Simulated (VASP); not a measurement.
# MgZn2TeSe2 (P-3m1) in VASP: further runs

Runs on MgZn2TeSe2. Level: PBE. Tasks: single point, relaxation of cell and atoms.

Everything below comes from runs of VASP 6.6.1. Logs are shortened: lines on timing, memory, paths and dates and some standing lists are left out, and cuts for length are marked.

## 1. The cell of the first run

Symmetry: P-3m1, No. 164, trigonal system. The conventional cell has a = 3.921 Å, b = 3.921 Å, c = 9.682 Å, α = 90.00°, β = 90.00°, γ = 120.00°. Mg (site symmetry -3m) has 6 Se at 2.78 Å and 6 Zn at 3.84 Å and 6 Mg at 3.92 Å within 4.0 Å. Zn (site symmetry 3m) has 3 Se at 2.71 Å and 3 Te at 2.86 Å within 3.6 Å. Te (site symmetry -3m) has 6 Zn at 2.86 Å and 6 Te at 3.92 Å and 6 Se at 3.95 Å within 4.0 Å. Within 3.6 Å of Se (site symmetry 3m) lie 3 Zn at 2.71 Å and 3 Mg at 2.78 Å.

The cell was generated, and may not be a known phase.

## 2. Single point, PBE

Contents of INCAR:

```
SYSTEM = MgZn2TeSe2
PREC = Accurate
ENCUT = 520
EDIFF = 1E-6
ISMEAR = 0
SIGMA = 0.1
LREAL = .FALSE.
LASPH = .TRUE.
NELM = 100
ALGO = Normal
ISIF = 2
LWAVE = .FALSE.
LCHARG = .TRUE.
GGA = PE
LELF = .TRUE.
LVHAR = .TRUE.
NBANDS = 31
```

Contents of KPOINTS:

```
regular mesh
0
G
  6 6 2
  0 0 0
```

Contents of POSCAR:

```
MgZn2TeSe2
1.0
    3.9211664628      0.0000000000      0.0000000000
   -1.9605832314      3.3958297692      0.0000000000
    0.0000000000      0.0000000000      9.6823964649
Mg Zn Te Se
1 2 1 2
Direct
    0.0000000000      0.0000000000      0.5000000000
    0.6666666667      0.3333333333      0.1801692617
    0.3333333333      0.6666666667      0.8198307383
    0.0000000000      0.0000000000      0.0000000000
    0.6666666667      0.3333333333      0.6660024880
    0.3333333333      0.6666666667      0.3339975120
```

Potentials or basis: VASP PAW PBE potentials, release 64 (Mg, Zn, Te, Se).

On the command line:

```bash
> cat potpaw_PBE.64/Mg/POTCAR potpaw_PBE.64/Zn/POTCAR potpaw_PBE.64/Te/POTCAR potpaw_PBE.64/Se/POTCAR > POTCAR
> mpirun -np 1 vasp_std > vasp.out
```

OUTCAR:

```text
SYSTEM = MgZn2TeSe2
   PREC = Accurate
   ENCUT = 520
   EDIFF = 1E-6
   ISMEAR = 0
   LREAL = .FALSE.
   LASPH = .TRUE.
   NELM = 100
   ISIF = 2
   GGA = PE

 ion  position               nearest neighbor table
   1  0.000  0.000  0.500-   5 2.78   6 2.78   6 2.78   5 2.78   5 2.78   6 2.78
   2  0.667  0.333  0.180-   6 2.71   6 2.71   6 2.71   4 2.86   4 2.86   4 2.86
   3  0.333  0.667  0.820-   5 2.71   5 2.71   5 2.71   4 2.86   4 2.86   4 2.86
   4  0.000  0.000  0.000-   2 2.86   3 2.86   3 2.86   2 2.86   2 2.86   3 2.86
   5  0.667  0.333  0.666-   3 2.71   3 2.71   3 2.71   1 2.78   1 2.78   1 2.78
   6  0.333  0.667  0.334-   2 2.71   2 2.71   2 2.71   1 2.78   1 2.78   1 2.78

  LATTYP: Found a hexagonal cell.
 ALAT       =     3.9211664628
 C/A-ratio  =     2.4692643265

  Lattice vectors:

 A1 = (   3.9211664628,   0.0000000000,   0.0000000000)
 A2 = (  -1.9605832314,   3.3958297692,   0.0000000000)
 A3 = (   0.0000000000,   0.0000000000,   9.6823964649)

Analysis of symmetry for initial positions (statically):
=====================================================================
 Subroutine PRICEL returns:
 Original cell was already a primitive cell.

 Routine SETGRP: Setting up the symmetry group for a
 hexagonal supercell.

 Subroutine GETGRP returns: Found 12 space group operations
 (whereof 12 operations were pure point group operations)
 out of a pool of 24 trial point group operations.

The static configuration has the point symmetry D_3d.

Analysis of symmetry for dynamics (positions and initial velocities):
=====================================================================
 Subroutine PRICEL returns:
 Original cell was already a primitive cell.

 Routine SETGRP: Setting up the symmetry group for a
 hexagonal supercell.

 Subroutine GETGRP returns: Found 12 space group operations
 (whereof 12 operations were pure point group operations)
 out of a pool of 24 trial point group operations.

The dynamic configuration has the point symmetry D_3d.

 Subroutine INISYM returns: Found 12 space group operations
 (whereof 12 operations are pure point group operations),
 and found     1 'primitive' translations

----------------------------------------------------------------------------------------

                                     Primitive cell

  volume of cell :     128.9271

[... 85 lines left out ...]
   EDIFF  = 0.1E-05   stopping-criterion for ELM
   LREAL  =      F    real-space projection
   EDIFFG = 0.1E-04   stopping-criterion for IOM
   NSW    =      0    number of steps for IOM
   IBRION =     -1    ionic relax: 0-MD 1-quasi-New 2-CG
   NFREE  =      0    steps in history (QN), initial steepest desc. (CG)
   ISIF   =      2    stress and relaxation
   ISYM   =      2    0-nonsym 1-usesym 2-fastsym
   POTIM  = 0.5000    time-step for ionic-motion
   TEBEG  =    0.0;   TEEND  =   0.0 temperature during run
   PSTRESS=    0.0 pullay stress
   NELECT =      44.0000    total number of electrons
   NUPDOWN=      -1.0000    fix difference up-down
   EMIN   =  10.00;   EMAX   =-10.00  energy-range for DOS
   EFERMI =   0.00;   METHOD = LEGACY
   ISMEAR =     0;   SIGMA  =   0.10  broadening in eV -4-tet -1-fermi 0-gaus
   EFERMI_NEDOS =   21; number of points for ismear=-14 and -15
   IALGO  =     38    algorithm
   IMIX   =      4    mixing-type and parameters
     AMIX     =   0.40;   BMIX     =  1.00
     AMIX_MAG =   1.60;   BMIX_MAG =  1.00
  volume/ion in A,a.u.               =      21.49       145.01
  Fermi-wavevector in a.u.,A,eV,Ry     =   1.144048  2.161938 17.807939  1.308847
  Thomas-Fermi vector in A             =   2.280742
   LORBIT       =      0    0 simple, 1 ext, 2 COOP (PROOUT), +10 PAW based schemes
   GGA     = PE    functional components
   LHFCALC =     F    Hartree Fock is set to
   AEXX    =    0.0000 exact exchange contribution
   IVDW    =     0    specifies the selected vdW correction
   LEPSILON=     F    determine dielectric tensor
   LRPA    =     F    only Hartree local field effects (RPA)
 non-spin polarized calculation
 Gauss-broadening in eV      SIGMA  =   0.10
  energy-cutoff  :      520.00
  volume of cell :      128.93
 maximum number of plane-waves:      3492
 NGX is ok and might be reduce to    30
   NGX = 15   NGY = 15   NGZ = 37

 number of electron      43.9999991 magnetization

 Free energy of the ion-electron system (eV)
  ---------------------------------------------------
  ext. energy  EPLUGINS =         0.00000000
  ---------------------------------------------------
  free energy    TOTEN  =       -17.30516287 eV

  energy without entropy =      -17.29742199  energy(sigma->0) =      -17.30129243

 E-fermi :   4.2075     XC(G=0):  -9.9108

 val. band max:        4.1641094952   @ k =   0.5000   0.0000   0.5000
 cond. band min:       4.3267365240   @ k =   0.3333   0.0000   0.0000
 fundamental gap:      0.1626270289
 Fermi energy:         4.2074921135

 k-point     1 :       0.0000    0.0000    0.0000
  band No.  band energies     occupation
      1      -9.4678      2.00000
      2      -8.9206      2.00000
      3      -7.6528      2.00000
      4      -2.9912      2.00000
      5      -2.9912      2.00000
      6      -2.9590      2.00000
[... 465 lines left out ...]
     30      11.0653      0.00000
     31      11.5564      0.00000

------------------------ aborting loop because EDIFF is reached ----------------------------------------

  FORCE on cell =-STRESS in cart. coord.  units (eV):
  Direction    XX          YY          ZZ          XY          YZ          ZX
  --------------------------------------------------------------------------------------
  -------------------------------------------------------------------------------------
  Total       -0.0290547     -0.0290547      0.1522241     -0.0000000      0.0000000      0.0000000
  in kB       -0.3610634     -0.3610634      1.8916896     -0.0000000      0.0000000      0.0000000
  external PRESSURE =       0.3898543 kB  Pullay stress =       0.0000000 kB

 VOLUME and BASIS-vectors are now :
 -----------------------------------------------------------------------------
  energy-cutoff  :      520.00
  volume of cell :      128.93
      direct lattice vectors                 reciprocal lattice vectors
     3.921166463  0.000000000  0.000000000     0.255026153  0.147239418  0.000000000
    -1.960583231  3.395829769  0.000000000     0.000000000  0.294478837  0.000000000
     0.000000000  0.000000000  9.682396465     0.000000000  0.000000000  0.103280216

 POSITION                                       TOTAL-FORCE (eV/Angst)
 -----------------------------------------------------------------------------------
      0.00000      0.00000      4.84120        -0.000000      0.000000      0.000000
      1.96058      1.13194      1.74447         0.000000     -0.000000      0.028569
     -0.00000      2.26389      7.93793         0.000000      0.000000     -0.028569
      0.00000      0.00000      0.00000        -0.000000      0.000000      0.000000
      1.96058      1.13194      6.44850        -0.000000     -0.000000     -0.045331
     -0.00000      2.26389      3.23390        -0.000000      0.000000      0.045331
 -----------------------------------------------------------------------------------
    total drift:                               -0.000000      0.000000      0.000000

  FREE ENERGIE OF THE ION-ELECTRON SYSTEM (eV)
  ---------------------------------------------------
  free  energy   TOTEN  =       -17.3051628669 eV

  energy  without entropy=      -17.2974219934  energy(sigma->0) =      -17.30129243
```

OSZICAR:

```text
N       E                     dE             d eps       ncg     rms          rms(c)
DAV:   1     0.276965794862E+03    0.27697E+03   -0.18674E+04   868   0.147E+03
DAV:   2     0.110752158179E+02   -0.26589E+03   -0.25377E+03   903   0.328E+02
DAV:   3    -0.174255395803E+02   -0.28501E+02   -0.28005E+02  1069   0.103E+02
DAV:   4    -0.182343855411E+02   -0.80885E+00   -0.80734E+00  1022   0.168E+01
DAV:   5    -0.182442372404E+02   -0.98517E-02   -0.98505E-02  1065   0.203E+00    0.748E+00
DAV:   6    -0.173504809102E+02    0.89376E+00   -0.18722E+00  1269   0.301E+01    0.559E+00
DAV:   7    -0.173082939799E+02    0.42187E-01   -0.11914E+00   994   0.569E+00    0.218E+00
DAV:   8    -0.173059538997E+02    0.23401E-02   -0.31434E-02   980   0.142E+00    0.706E-01
DAV:   9    -0.173051264356E+02    0.82746E-03   -0.85494E-03  1105   0.977E-01    0.172E-01
DAV:  10    -0.173051183428E+02    0.80928E-05   -0.88493E-04  1174   0.384E-01    0.687E-02
DAV:  11    -0.173051559693E+02   -0.37626E-04   -0.15627E-04  1008   0.132E-01    0.272E-02
DAV:  12    -0.173051632454E+02   -0.72761E-05   -0.27647E-05  1008   0.311E-02    0.582E-03
DAV:  13    -0.173051628669E+02    0.37855E-06   -0.11157E-06   658   0.104E-02
   1 F= -.17305163E+02 E0= -.17301292E+02  d E =-.774087E-02
```

stdout:

```text
POSCAR found type information on POSCAR MgZnTeSe
 POSCAR found :  4 types and       6 ions
 scaLAPACK will be used
 LDA part: xc-table for (Slater+PW92), standard interpolation
 POSCAR, INCAR and KPOINTS ok, starting setup
 FFT: planning ... GRIDC
 FFT: planning ... GRID_SOFT
 FFT: planning ... GRID
 WAVECAR not read
 entering main loop
```

Run time: 56 s. Hardware: 1 thread of Intel Xeon Platinum 8488C (Sapphire Rapids), shared host; peak memory 0.27 GiB.

Results:

- Free energy: -17.3052 eV
- Pressure: 0.0 GPa
- Largest force: 0.045 eV/Å
- Band gap on the k mesh: zero (bands 22 and 23 overlap by 0.99 eV)

Forces in eV/Å, atoms in the order of the input:
```
Mg   0.000  0.000  0.000
Zn   0.000  0.000  0.029
Zn   0.000  0.000 -0.029
Te   0.000  0.000  0.000
Se   0.000  0.000 -0.045
Se   0.000  0.000  0.045
```

Stress tensor (GPa, compression positive):
```
-0.04  0.00  0.00
 0.00 -0.04  0.00
 0.00  0.00  0.19
```

Levels at points of the mesh, in eV from the Fermi level:
```
           k point  band 18  band 19  band 20  band 21  band 22  band 23  band 24  band 25  band 26  band 27
(0.00, 0.00, 0.00)    -1.04    -1.04    -0.82     0.17     0.17     0.54     2.53     3.46     4.69     4.69
(0.50, 0.00, 0.00)    -2.68    -2.48    -1.88    -1.76    -1.03    -0.81     2.09     2.68     3.76     4.59
(0.00, 0.00, 0.50)    -1.30    -1.04    -1.04     0.17     0.17     2.00     2.21     3.30     4.35     4.35
(0.50, 0.00, 0.50)    -3.32    -2.41    -2.32    -0.73    -0.55    -0.04     0.86     2.80     4.31     4.36
```

Caveat: spin-orbit coupling is left out, which moves the levels of the heavy elements.

## 3. Single point, PBE

This run uses another cell than the first one, of 22.80 Å³/atom.

Contents of INCAR:

```
SYSTEM = MgZn2TeSe2
  PREC = Accurate
  ENCUT = 520
  EDIFF = 1E-6
  ISMEAR = 0
  SIGMA = 0.1
  LREAL = .FALSE.
  LASPH = .TRUE.
  NELM = 60
  ALGO = Normal
  ISIF = 2
  LWAVE = .FALSE.
  LCHARG = .TRUE.
  GGA = PE
  LELF = .TRUE.
  LVHAR = .TRUE.
  NBANDS = 31
```

Contents of KPOINTS:

```
Automatic mesh
0
G
  6 6 2
  0 0 0
```

Contents of POSCAR:

```
MgZn2TeSe2
1.0
    4.1950726600      0.0000000000      0.0000000000
   -2.0975363300      3.6330395000      0.0000000000
    0.0000000000      0.0000000000      8.9762794700
Mg Zn Te Se
1 2 1 2
Direct
    0.0000000000      0.0000000000      0.5000000000
    0.6666666700      0.3333333300      0.2435020100
    0.3333333300      0.6666666700      0.7564979900
    0.0000000000      0.0000000000      0.0000000000
    0.6666666700      0.3333333300      0.7625210300
    0.3333333300      0.6666666700      0.2374789700
```

Potentials or basis: VASP PAW PBE potentials, release 64 (Mg, Zn, Te, Se).

On the command line:

```bash
> cat potpaw_PBE.64/Mg/POTCAR potpaw_PBE.64/Zn/POTCAR potpaw_PBE.64/Te/POTCAR potpaw_PBE.64/Se/POTCAR > POTCAR
> mpirun -np 1 vasp_std > vasp.out
```

Run time: 56 s. Hardware: 1 thread of Intel Xeon Platinum 8488C (Sapphire Rapids), shared host; peak memory 0.28 GiB.

Results (log left out):

```yaml
Free_energy: -13.3052 eV
Pressure: 4.8 GPa
Largest_force: 1.306 eV/Å
Band_gap_on_the_k_mesh: zero (bands 22 and 23 overlap by 0.47 eV)
```

Forces on the atoms (eV/Å):
```
Mg   0.000  0.000  0.000
Zn   0.000  0.000  0.020
Zn   0.000  0.000 -0.020
Te   0.000  0.000  0.000
Se   0.000  0.000 -1.306
Se   0.000  0.000  1.306
```

Stress tensor (GPa, compression positive):
```
6.53 0.00 0.00
0.00 6.53 0.00
0.00 0.00 1.39
```

Levels at points of the mesh, in eV from the Fermi level:
```tsv
k point	band 18	band 19	band 20	band 21	band 22	band 23	band 24	band 25	band 26	band 27
(0.00, 0.00, 0.00)	-2.63	-2.63	-2.13	-0.53	-0.43	-0.43	1.11	1.98	3.25	3.25
(0.50, 0.00, 0.00)	-3.89	-2.97	-1.80	-0.90	-0.75	-0.10	1.07	1.49	2.52	2.71
(0.00, 0.00, 0.50)	-2.66	-2.62	-2.62	-0.44	-0.44	-0.44	0.85	2.30	2.93	2.93
(0.50, 0.00, 0.50)	-3.97	-3.37	-1.96	-1.38	-0.01	0.25	0.78	1.00	2.60	4.09
```

Caveat: the stress differs along the axes, from 1 to 7 GPa; semilocal functionals underestimate gaps, and a narrow one can read as zero; spin-orbit coupling is left out, which moves the levels of the heavy elements; forces of over 1 eV/Å act on the atoms, so gaps and moduli don't describe the material at rest.

(Continued in part 2 of 2.)

The gap in the log of VASP goes by the Fermi energy; the results here count the filled bands.